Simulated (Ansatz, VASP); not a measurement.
**SnO2 in VASP and in Ansatz**

```
Sn O
1.0
     1.58980    0.91787    5.31170
    -1.58980    0.91787    5.31170
     0.00000   -1.83574    5.31170
Sn O
1 2
Direct
  0.50000 0.50000 0.50000
  0.23488 0.23488 0.23488
  0.76512 0.76512 0.76512
```

Alike in both runs: task single point; functional PBE; k mesh 12 × 12 × 12; occupations gaussian, width 0.05 eV; no spin polarisation.

|  | VASP | Ansatz |
| --- | --- | --- |
| version | VASP 6.6.1 | Ansatz 0.2.0 |
| potentials or method | VASP PAW PBE potentials, release 64 (Sn_d, O), cutoff 520 eV | scalar-relativistic, plane waves, PAW |
| valence electrons in the cell | 26 | 26 |

|  | VASP | Ansatz | Ansatz less VASP |
| --- | --- | --- | --- |
| gap on the k mesh at the Fermi level (eV) | 2.32 | 2.34 | +0.024 |
| least direct gap on the mesh (eV) | 2.54 | 2.56 | +0.019 |
| pressure (GPa) | -0.2 | -0.8 | -0.55 |
| traceless stress, the component that is largest in VASP (GPa) | -5.07 | -4.79 | +0.282 |
| rms of the force components (eV/Å) | 0.319 | 0.347 | +0.0284 |

Atom by atom the forces differ by 0.028 eV/Å (rms over components). With one functional, cell and mesh, what is left measures potentials, basis and numerics.
